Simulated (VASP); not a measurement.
# HfN (P-6m2) in VASP: further runs

Aim: see how the results for HfN move with the level of theory and the settings. Levels: PBE, RPBE. Tasks: single point, relaxation of cell and atoms.

Everything below comes from runs of VASP 6.6.1. Logs are shortened: lines on timing, memory, paths and dates and some standing lists are left out, and cuts for length are marked.

### Step 1. The cell of the first run

It takes space group P-6m2 (No. 187, hexagonal). Conventional cell: a = 3.097 Å, b = 3.097 Å, c = 2.913 Å, α = 90.00°, β = 90.00°, γ = 120.00°. Hf (site symmetry -6m2) has 6 N at 2.31 Å and 8 Hf at 2.91 to 3.10 Å within 3.1 Å. N (site symmetry -6m2) has 6 Hf at 2.31 Å and 8 N at 2.91 to 3.10 Å within 3.1 Å.

### Step 2. Single point, PBE

The input, INCAR:

```
PREC = Accurate
ENCUT = 520
EDIFF = 1E-6
ISMEAR = 0
SIGMA = 0.05
LREAL = F
LASPH = T
NELM = 60
ALGO = Normal
ISIF = 2
LWAVE = F
LCHARG = F
GGA = PE
NBANDS = 14
```

The input, KPOINTS:

```
regular mesh
0
Gamma
  8 8 6
```

The input, POSCAR:

```
HfN
1.0
    3.0965244032      0.0000000000      0.0000000000
   -1.5482622016      2.6816687966      0.0000000000
    0.0000000000      0.0000000000      2.9129499774
Hf N
1 1
Direct
    0.0000000000      0.0000000000      0.0000000000
    0.6666666667      0.3333333333      0.5000000000
```

Potentials or basis: VASP PAW PBE potentials, release 64 (Hf_pv, N).

Launch:

```console
$ cat potpaw_PBE.64/Hf_pv/POTCAR potpaw_PBE.64/N/POTCAR > POTCAR
$ mpirun -np 1 vasp_std > vasp.out
```

OUTCAR:

```text
PREC = Accurate
   ENCUT = 520
   EDIFF = 1E-6
   ISMEAR = 0
   LREAL = F
   LASPH = T
   NELM = 60
   ISIF = 2
   GGA = PE

 ion  position               nearest neighbor table
   1  0.000  0.000  0.000-   2 2.31   2 2.31   2 2.31   2 2.31   2 2.31   2 2.31
   2  0.667  0.333  0.500-   1 2.31   1 2.31   1 2.31   1 2.31   1 2.31   1 2.31

  LATTYP: Found a hexagonal cell.
 ALAT       =     3.0965244032
 C/A-ratio  =     0.9407159764

  Lattice vectors:

 A1 = (   3.0965244032,   0.0000000000,   0.0000000000)
 A2 = (  -1.5482622016,   2.6816687966,   0.0000000000)
 A3 = (   0.0000000000,   0.0000000000,   2.9129499774)

Analysis of symmetry for initial positions (statically):
=====================================================================
 Subroutine PRICEL returns:
 Original cell was already a primitive cell.

 Routine SETGRP: Setting up the symmetry group for a
 hexagonal supercell.

 Subroutine GETGRP returns: Found 12 space group operations
 (whereof 12 operations were pure point group operations)
 out of a pool of 24 trial point group operations.

The static configuration has the point symmetry D_3h.

Analysis of symmetry for dynamics (positions and initial velocities):
=====================================================================
 Subroutine PRICEL returns:
 Original cell was already a primitive cell.

 Routine SETGRP: Setting up the symmetry group for a
 hexagonal supercell.

 Subroutine GETGRP returns: Found 12 space group operations
 (whereof 12 operations were pure point group operations)
 out of a pool of 24 trial point group operations.

The dynamic configuration has the point symmetry D_3h.

 Subroutine INISYM returns: Found 12 space group operations
 (whereof 12 operations are pure point group operations),
 and found     1 'primitive' translations

----------------------------------------------------------------------------------------

                                     Primitive cell

  volume of cell :      24.1887

  direct lattice vectors                    reciprocal lattice vectors
     3.096524403  0.000000000  0.000000000     0.322942716  0.186451064  0.000000000
    -1.548262202  2.681668797  0.000000000     0.000000000  0.372902128  0.000000000
     0.000000000  0.000000000  2.912949977     0.000000000  0.000000000  0.343294601

  length of vectors
     3.096524403  3.096524403  2.912949977     0.372902128  0.372902128  0.343294601

  position of ions in fractional coordinates (direct lattice)
     0.000000000  0.000000000  0.000000000
     0.666666667  0.333333333  0.500000000

  ion indices of the primitive-cell ions
   primitive index   ion index
                 1           1
                 2           2

----------------------------------------------------------------------------------------

 KPOINTS: regular mesh

Automatic generation of k-mesh.
 Grid dimensions read from file:
 generate k-points for:    8    8    6

 Generating k-lattice:

  Cartesian coordinates                     Fractional coordinates (reciprocal lattice)
     0.040367839  0.023306383  0.000000000     0.125000000  0.000000000  0.000000000
     0.000000000  0.046612766  0.000000000     0.000000000  0.125000000  0.000000000
     0.000000000  0.000000000  0.057215767     0.000000000  0.000000000  0.166666667

  Length of vectors
     0.046612766  0.046612766  0.057215767

  Shift w.r.t. Gamma in fractional coordinates (k-lattice)
     0.000000000  0.000000000  0.000000000

 Subroutine IBZKPT returns following result:
 ===========================================

 Found     40 irreducible k-points:

 Following reciprocal coordinates:
            Coordinates               Weight
  0.000000  0.000000  0.000000      1.000000
  0.125000  0.000000  0.000000      6.000000
  0.250000  0.000000  0.000000      6.000000
  0.375000 -0.000000  0.000000      6.000000
  0.500000  0.000000  0.000000      3.000000
  0.125000  0.125000  0.000000      6.000000
[... 16 lines left out ...]
  0.250000  0.000000  0.333333     12.000000
  0.375000 -0.000000  0.333333     12.000000
 [... further k-points ...]
   k-points           NKPTS =     40   k-points in BZ     NKDIM =     40   number of bands    NBANDS=     14
   number of dos      NEDOS =    301   number of ions     NIONS =      2
   total plane-waves  NPLWV =  13824
   dimension x,y,z NGX =    24 NGY =   24 NGZ =   24
   dimension x,y,z NGXF=    48 NGYF=   48 NGZF=   48
   ions per type =               1   1
   NGX,Y,Z   is equivalent  to a cutoff of  12.89, 12.89, 13.70 a.u.
   NGXF,Y,Z  is equivalent  to a cutoff of  25.77, 25.77, 27.39 a.u.
 SYSTEM =  unknown system
   PREC   = accura    normal or accurate (medium, high low for compatibility)
   ISTART =      0    job   : 0-new  1-cont  2-samecut
   ICHARG =      2    charge: 1-file 2-atom 10-const
   ISPIN  =      1    spin polarized calculation?
   LNONCOLLINEAR =      F non collinear calculations
   LSORBIT =      F    spin-orbit coupling
   LASPH  =      T    aspherical Exc in radial PAW
   ENCUT  =  520.0 eV  38.22 Ry    6.18 a.u.   5.76  5.76  5.42*2*pi/ulx,y,z
   NELM   =     60;   NELMIN=  2; NELMDL= -5     # of ELM steps
   EDIFF  = 0.1E-05   stopping-criterion for ELM
   LREAL  =      F    real-space projection
   EDIFFG = 0.1E-04   stopping-criterion for IOM
   NSW    =      0    number of steps for IOM
   IBRION =     -1    ionic relax: 0-MD 1-quasi-New 2-CG
   NFREE  =      0    steps in history (QN), initial steepest desc. (CG)
   ISIF   =      2    stress and relaxation
   ISYM   =      2    0-nonsym 1-usesym 2-fastsym
   POTIM  = 0.5000    time-step for ionic-motion
   TEBEG  =    0.0;   TEEND  =   0.0 temperature during run
   PSTRESS=    0.0 pullay stress
   NELECT =      15.0000    total number of electrons
   NUPDOWN=      -1.0000    fix difference up-down
   EMIN   =  10.00;   EMAX   =-10.00  energy-range for DOS
   EFERMI =   0.00;   METHOD = LEGACY
   ISMEAR =     0;   SIGMA  =   0.05  broadening in eV -4-tet -1-fermi 0-gaus
   EFERMI_NEDOS =   21; number of points for ismear=-14 and -15
   IALGO  =     38    algorithm
   IMIX   =      4    mixing-type and parameters
     AMIX     =   0.40;   BMIX     =  1.00
     AMIX_MAG =   1.60;   BMIX_MAG =  1.00
  volume/ion in A,a.u.               =      12.09        81.62
  Fermi-wavevector in a.u.,A,eV,Ry     =   1.396050  2.638152 26.517157  1.948956
  Thomas-Fermi vector in A             =   2.519442
   LORBIT       =      0    0 simple, 1 ext, 2 COOP (PROOUT), +10 PAW based schemes
   GGA     = PE    functional components
   LHFCALC =     F    Hartree Fock is set to
   AEXX    =    0.0000 exact exchange contribution
   IVDW    =     0    specifies the selected vdW correction
   LEPSILON=     F    determine dielectric tensor
   LRPA    =     F    only Hartree local field effects (RPA)
 non-spin polarized calculation
 Gauss-broadening in eV      SIGMA  =   0.05
  energy-cutoff  :      520.00
  volume of cell :       24.19
 maximum number of plane-waves:       660
 NGX is ok and might be reduce to    24
   NGX = 11   NGY = 11   NGZ = 11

 number of electron      14.9999999 magnetization

 Free energy of the ion-electron system (eV)
  ---------------------------------------------------
  ext. energy  EPLUGINS =         0.00000000
  ---------------------------------------------------
  free energy    TOTEN  =       -20.97669127 eV

  energy without entropy =      -20.97431850  energy(sigma->0) =      -20.97550488

 E-fermi :   6.8050     XC(G=0): -12.4423

 val. band max:        6.7962858858   @ k =   0.2500   0.0000   0.3333
 cond. band min:       6.8250154724   @ k =   0.2500   0.1250   0.3333
 fundamental gap:      0.0287295865
 Fermi energy:         6.8049962624

 k-point     1 :       0.0000    0.0000    0.0000
  band No.  band energies     occupation
      1     -23.4243      2.00000
      2     -23.4243      2.00000
      3     -23.2036      2.00000
      4      -9.2383      2.00000
      5       3.4465      2.00000
      6       3.4465      2.00000
      7       4.5975      2.00000
      8       5.2346      2.00000
      9       8.9368      0.00000
     10      11.6821      0.00000
     11      11.6821      0.00000
     12      12.7874      0.00000
     13      12.7874      0.00000
     14      19.8823      0.00000

 k-point     2 :       0.1250    0.0000    0.0000
  band No.  band energies     occupation
      1     -23.5683      2.00000
      2     -23.4544      2.00000
      3     -23.1863      2.00000
      4      -8.9665      2.00000
      5       2.6680      2.00000
      6       3.6435      2.00000
      7       4.9097      2.00000
      8       4.9314      2.00000
      9      10.0233      0.00000
     10      11.0724      0.00000
     11      11.7576      0.00000
     12      12.6405      0.00000
     13      13.0272      0.00000
     14      19.9051      0.00000

 k-point     3 :       0.2500    0.0000    0.0000
  band No.  band energies     occupation
      1     -23.9000      2.00000
      2     -23.5262      2.00000
      3     -23.1443      2.00000
      4      -8.3059      2.00000
      5       1.4044      2.00000
      6       4.0952      2.00000
      7       4.2950      2.00000
      8       5.4641      2.00000
      9      10.2788      0.00000
     10      12.0250      0.00000
     11      12.1153      0.00000
     12      12.3078      0.00000
     13      13.3643      0.00000
     14      19.9180      0.00000

 k-point     4 :       0.3750   -0.0000    0.0000
  band No.  band energies     occupation
      1     -24.2118      2.00000
      2     -23.5970      2.00000
      3     -23.1020      2.00000
      4      -7.6286      2.00000
      5       0.5177      2.00000
      6       3.7507      2.00000
      7       4.4985      2.00000
      8       5.3760      2.00000
      9      10.9082      0.00000
     10      12.0016      0.00000
     11      12.8283      0.00000
     12      13.4248      0.00000
     13      13.6008      0.00000
     14      19.6778      0.00000

 k-point     5 :       0.5000    0.0000    0.0000
  band No.  band energies     occupation
      1     -24.3359      2.00000
      2     -23.6259      2.00000
      3     -23.0844      2.00000
      4      -7.3397      2.00000
      5       0.2143      2.00000
      6       3.5447      2.00000
      7       4.6471      2.00000
      8       5.1277      2.00000
      9      11.7080      0.00000
     10      11.8814      0.00000
     11      13.2898      0.00000
[... 276 lines left out ...]
 k-point    22 :       0.1250    0.0000    0.3333
  band No.  band energies     occupation
      1     -24.0091      2.00000
      2     -23.4774      2.00000
      3     -23.3770      2.00000
      4      -7.5180      2.00000
      5       0.5463      2.00000
      6       3.6540      2.00000
      7       3.9153      2.00000
      8       7.5435      0.00000
      9       8.9743      0.00000
     10      10.5245      0.00000
     11      11.7991      0.00000
     12      12.6478      0.00000
     13      13.3618      0.00000
     14      19.8229      0.00000

 k-point    23 :       0.2500    0.0000    0.3333
  band No.  band energies     occupation
      1     -23.9365      2.00000
      2     -23.7720      2.00000
      3     -23.4436      2.00000
      4      -7.4487      2.00000
      5       0.9733      2.00000
      6       2.9323      2.00000
      7       3.5391      2.00000
      8       6.7963      1.19460
      9      10.0902      0.00000
     10      10.9925      0.00000
     11      12.2903      0.00000
     12      13.6809      0.00000
     13      15.3481      0.00000
     14      19.9321      0.00000

 k-point    24 :       0.3750   -0.0000    0.3333
  band No.  band energies     occupation
      1     -24.0686      2.00000
      2     -23.8459      2.00000
      3     -23.5093      2.00000
      4      -7.4204      2.00000
      5       0.8528      2.00000
      6       2.7386      2.00000
      7       3.1757      2.00000
      8       6.9775      0.00000
      9      11.1270      0.00000
     10      11.8281      0.00000
     11      13.1592      0.00000
     12      14.4604      0.00000
     13      16.7165      0.00000
     14      19.8005      0.00000

 [... further k-points ...]
[... 5 lines left out ...]
  --------------------------------------------------------------------------------------
  -------------------------------------------------------------------------------------
  Total       -0.2709171     -0.2709171     -0.3460647      0.0000000     -0.0000000      0.0000000
  in kB      -17.9446205    -17.9446205    -22.9221450      0.0000000     -0.0000000      0.0000000
  external PRESSURE =     -19.6037953 kB  Pullay stress =       0.0000000 kB

 VOLUME and BASIS-vectors are now :
 -----------------------------------------------------------------------------
  energy-cutoff  :      520.00
  volume of cell :       24.19
      direct lattice vectors                 reciprocal lattice vectors
     3.096524403  0.000000000  0.000000000     0.322942716  0.186451064  0.000000000
    -1.548262202  2.681668797  0.000000000     0.000000000  0.372902128  0.000000000
     0.000000000  0.000000000  2.912949977     0.000000000  0.000000000  0.343294601

 POSITION                                       TOTAL-FORCE (eV/Angst)
 -----------------------------------------------------------------------------------
      0.00000      0.00000      0.00000        -0.000000      0.000000      0.000000
      1.54826      0.89389      1.45647         0.000000      0.000000      0.000000
 -----------------------------------------------------------------------------------
    total drift:                               -0.000000      0.000000      0.000000

  FREE ENERGIE OF THE ION-ELECTRON SYSTEM (eV)
  ---------------------------------------------------
  free  energy   TOTEN  =       -20.9766912679 eV

  energy  without entropy=      -20.9743184968  energy(sigma->0) =      -20.97550488
```

Run time: 13 s. Hardware: 1 thread of Intel Xeon 8259CL, shared host; peak memory 0.15 GiB.

Results:

```
Free energy            : -20.9767 eV
Pressure               : -2.0 GPa
Band gap on the k mesh : zero (an odd number of electrons rules out a gap without spin polarisation)
```

Stress tensor (GPa, compression positive):
```
-1.79  0.00  0.00
 0.00 -1.79  0.00
 0.00  0.00 -2.29
```

Levels at points of the mesh, in eV from the Fermi level:
| k point | band 3 | band 4 | band 5 | band 6 | band 7 | band 8 | band 9 | band 10 | band 11 | band 12 |
| --- | --- | --- | --- | --- | --- | --- | --- | --- | --- | --- |
| (0.00, 0.00, 0.00) | -30.01 | -16.04 | -3.36 | -3.36 | -2.21 | -1.57 | 2.13 | 4.88 | 4.88 | 5.98 |
| (0.50, 0.00, 0.00) | -29.89 | -14.14 | -6.59 | -3.26 | -2.16 | -1.68 | 4.90 | 5.08 | 6.48 | 6.58 |
| (0.00, 0.00, 0.50) | -30.13 | -13.64 | -7.66 | -2.56 | -2.56 | 1.57 | 1.57 | 3.87 | 4.46 | 4.46 |
| (0.50, 0.00, 0.50) | -30.31 | -14.30 | -5.69 | -4.61 | -4.21 | 0.77 | 5.07 | 6.65 | 7.97 | 8.04 |

Caveat: spin-orbit coupling is left out, which moves the levels of the heavy elements.

### Step 3. Relaxation of cell and atoms, PBE

This run uses another cell than the first one, of 11.44 Å³/atom.

The input, INCAR:

```
ALGO = Normal
EDIFF = 1E-6
EDIFFG = -0.03
ENCUT = 600
GGA = PE
IBRION = 2
ISIF = 3
ISMEAR = 0
LASPH = True
LCHARG = False
LREAL = False
LWAVE = False
NELM = 100
NSW = 80
PREC = Accurate
SIGMA = 0.05
```

The input, KPOINTS:

```
k-points
0
Gamma
  8 8 6
```

The input, POSCAR:

```
HfN
1.0
    3.0028631416      0.0000000000      0.0000000000
   -1.5014315708      2.6005557647      0.0000000000
    0.0000000000      0.0000000000      2.9306456519
Hf N
1 1
Direct
    0.0000000000      0.0000000000      0.0000000000
    0.6666666667      0.3333333333      0.5000000000
```

Potentials or basis: VASP PAW PBE potentials, release 64 (Hf_pv, N).

Launch:

```console
$ cat potpaw_PBE.64/Hf_pv/POTCAR potpaw_PBE.64/N/POTCAR > POTCAR
$ mpirun -np 1 vasp_std > vasp.out
```

Wall time 47 s (1 thread of Intel Xeon 8259CL, shared host); peak memory 0.16 GiB.

It converged, with:

| Quantity | Value |
| --- | --- |
| Free energy | -20.9784 eV |
| Relaxed volume | 11.99 Å³/atom |
| Relaxed cell | a = 3.088 Å, b = 3.088 Å, c = 2.904 Å, α = 90.00°, β = 90.00°, γ = 120.00° |
| Space group after relaxing (to 0.1 Å) | P-6m2 (No. 187) |
| Energy gained by relaxing | 35.9 meV/atom |
| Ionic steps | 6 |
| Pressure after relaxing | 0.1 GPa |
| Band gap on the k mesh | zero (an odd number of electrons rules out a gap without spin polarisation) |

Step by step:
```tsv
step	energy change (eV)	largest force (eV/Å)	pressure (GPa)	volume (Å³)
1	0.0000	0.0000	11.31	22.89
2	0.0178	0.0000	-13.16	25.63
3	-0.0700	0.0000	-1.63	24.13
4	-0.0700	0.0000	-1.42	24.11
5	-0.0692	0.0000	1.85	23.83
6	-0.0718	0.0000	0.06	23.98
```

Final structure:
```cif
data_structure
_symmetry_space_group_name_H-M 'P 1'
_symmetry_Int_Tables_number 1
_cell_length_a 3.0876
_cell_length_b 3.0876
_cell_length_c 2.9044
_cell_angle_alpha 90.000
_cell_angle_beta 90.000
_cell_angle_gamma 120.000
_cell_volume 23.98
loop_
_atom_site_label
_atom_site_type_symbol
_atom_site_fract_x
_atom_site_fract_y
_atom_site_fract_z
_atom_site_occupancy
Hf1 Hf 0.00000 0.00000 0.00000 1
N1 N 0.66667 0.33333 0.50000 1
```

Levels at points of the mesh, in eV from the Fermi level:
| k point | band 4 | band 5 | band 6 | band 7 | band 8 | band 9 | band 10 | band 11 |
| --- | --- | --- | --- | --- | --- | --- | --- | --- |
| (0.00, 0.00, 0.00) | -16.10 | -3.39 | -3.39 | -2.23 | -1.57 | 2.19 | 4.92 | 4.92 |
| (0.50, 0.00, 0.00) | -14.17 | -6.63 | -3.29 | -2.17 | -1.70 | 4.95 | 5.12 | 6.64 |
| (0.00, 0.00, 0.50) | -13.65 | -7.70 | -2.59 | -2.59 | 1.58 | 1.58 | 3.90 | 4.49 |
| (0.50, 0.00, 0.50) | -14.34 | -5.73 | -4.64 | -4.25 | 0.79 | 5.12 | 6.72 | 8.06 |

Caveat: spin-orbit coupling is left out, which moves the levels of the heavy elements.

### Step 4. Single point, PBE

This run uses another cell than the first one, of 11.92 Å³/atom.

The input, INCAR:

```
SYSTEM = HfN
  ALGO = Normal
  EDIFF = 1E-6
  ENCUT = 520
  GGA = PE
  ISIF = 2
  ISMEAR = 0
  LASPH = .True.
  LCHARG = .False.
  LREAL = .False.
  LWAVE = .False.
  NBANDS = 14
  NELM = 80
  PREC = Accurate
  SIGMA = 0.05
```

The input, KPOINTS:

```
k-points
0
Gamma
  12 12 12
  0 0 0
```

The input, POSCAR:

```
HfN
1.0
    3.0854334487      0.0000000000      0.0000000000
   -1.5427167244      2.6720637483      0.0000000000
    0.0000000000      0.0000000000      2.8908649372
Hf N
1 1
Direct
    0.0000000000      0.0000000000      0.0000000000
    0.6666666667      0.3333333333      0.5000000000
```

Launch:

```console
$ cat potpaw_PBE.64/Hf_pv/POTCAR potpaw_PBE.64/N/POTCAR > POTCAR
$ mpirun -np 1 vasp_std > vasp.out
```

Wall time 40 s (1 thread of Intel Xeon 8259CL, shared host); peak memory 0.17 GiB.

Results (log left out):

```yaml
Free_energy: -20.9717 eV
Pressure: 2.0 GPa
Band_gap_on_the_k_mesh: zero (an odd number of electrons rules out a gap without spin polarisation)
```

Stress tensor (GPa, compression positive):
```
1.67 0.00 0.00
0.00 1.67 0.00
0.00 0.00 2.67
```

Levels at points of the mesh, in eV from the Fermi level:
```csv
k point,band 5,band 6,band 7,band 8,band 9,band 10
"(0.00, 0.00, 0.00)",-3.48,-3.48,-2.28,-1.59,2.16,4.94
"(0.50, 0.00, 0.00)",-6.70,-3.32,-2.23,-1.76,4.90,5.13
"(0.00, 0.00, 0.50)",-7.76,-2.68,-2.68,1.56,1.56,3.93
"(0.50, 0.00, 0.50)",-5.79,-4.70,-4.35,0.80,5.11,6.72
```

Caveat: spin-orbit coupling is left out, which moves the levels of the heavy elements.

(Part 1 of 2 ends here.)

The gap in the log of VASP goes by the Fermi energy; the results here count the filled bands.